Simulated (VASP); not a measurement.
Input of a VASP 6.6.1 run:

File INCAR:

```
PREC = Accurate ; ENCUT = 520
EDIFF = 1E-6 ; ISMEAR = -1
SIGMA = 0.05 ; LREAL = F
LASPH = T ; NELM = 150
ALGO = Normal ; ISIF = 2
LWAVE = F ; LCHARG = F
ISPIN = 2 ; MAGMOM = 1.69
LORBIT = 11 ; NUPDOWN = 1.69
LMAXMIX = 4 ; GGA = PE
NBANDS = 16
```

File KPOINTS:

```
regular mesh
0
Gamma
  13 13 13
```

The input POSCAR:

```
Mn
1.0
    0.0000000000      1.7450000000      1.7450000000
    1.7450000000      0.0000000000      1.7450000000
    1.7450000000      1.7450000000      0.0000000000
Mn
1
Direct
    0.0000000000      0.0000000000      0.0000000000
```

Potentials or basis: VASP PAW PBE potentials, release 64 (Mn_pv).

The run is started by

```console
$ cat potpaw_PBE.64/Mn_pv/POTCAR > POTCAR
$ mpirun -np 1 vasp_std > vasp.out
```

**Question.** Predict the pressure.

**Answer.** 23.3 GPa.

Caveat: the total moment is fixed, so each spin has its own Fermi level.
